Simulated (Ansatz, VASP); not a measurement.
# Ni in VASP and in Ansatz

INCAR

```
PREC = Accurate
ENCUT = 600
EDIFF = 1E-6
ISMEAR = 0
SIGMA = 0.1
LREAL = F
LASPH = T
NELM = 60
ALGO = Normal
ISIF = 3
LWAVE = F
LCHARG = F
GGA = PE
IBRION = 2
NSW = 100
EDIFFG = -0.01
```

The input KPOINTS:

```
Automatic mesh
0
Gamma
  26 26 26
```

File POSCAR:

```
Ni
1.0
    0.0000000000      1.7549205481      1.7549205481
    1.7549205481      0.0000000000      1.7549205481
    1.7549205481      1.7549205481      0.0000000000
Ni
1
Direct
    0.0000000000      0.0000000000      0.0000000000
```

Input for Ansatz:

```yaml
crystal:
  lattice:
    - [0.0, 1.7549205481, 1.7549205481]
    - [1.7549205481, 0.0, 1.7549205481]
    - [1.7549205481, 1.7549205481, 0.0]
  atoms:
    - { symbol: Ni, position: [0.0, 0.0, 0.0] }
basis:
  ecutwfc: 420
kpoints:
  mp_grid: { grid: [26, 26, 26] }
hamiltonian:
  xc: pbe
scf:
  occupations: { method: gaussian, width: 0.1 }
output:
  forces: true
  stress: true
  eigenvalues: true
relax:
  adjacent_minimum: "off"
  f_tol: 0.01
  max_steps: 80
  cell: { stress_tol: 0.05 }
```

Alike in both runs: task relaxation of cell and atoms; functional PBE; k mesh 26 × 26 × 26; occupations gaussian, width 0.1 eV; no spin polarisation.

|  | VASP | Ansatz |
| --- | --- | --- |
| version | VASP 6.6.1 | Ansatz 0.2.0 |
| potentials or method | VASP PAW PBE potentials, release 64 (Ni), cutoff 600 eV | scalar-relativistic, plane waves, PAW |
| valence electrons in the cell | 10 | 18 |

```tsv
	VASP	Ansatz	Ansatz less VASP
gap on the k mesh at the Fermi level, each at its own relaxed structure (eV)	none	none	-
relaxed volume (Å³/atom)	10.82	10.83	+0.007
relaxed length of the cell vector where the two differ most in proportion (Å)	2.483	2.483	+0.0006
```

A gap of «none» marks a metal or a gap that the smearing closes. VASP's potentials hold 10 valence electrons a cell and Ansatz's 18, so a difference there can come from the potentials and not from the codes.
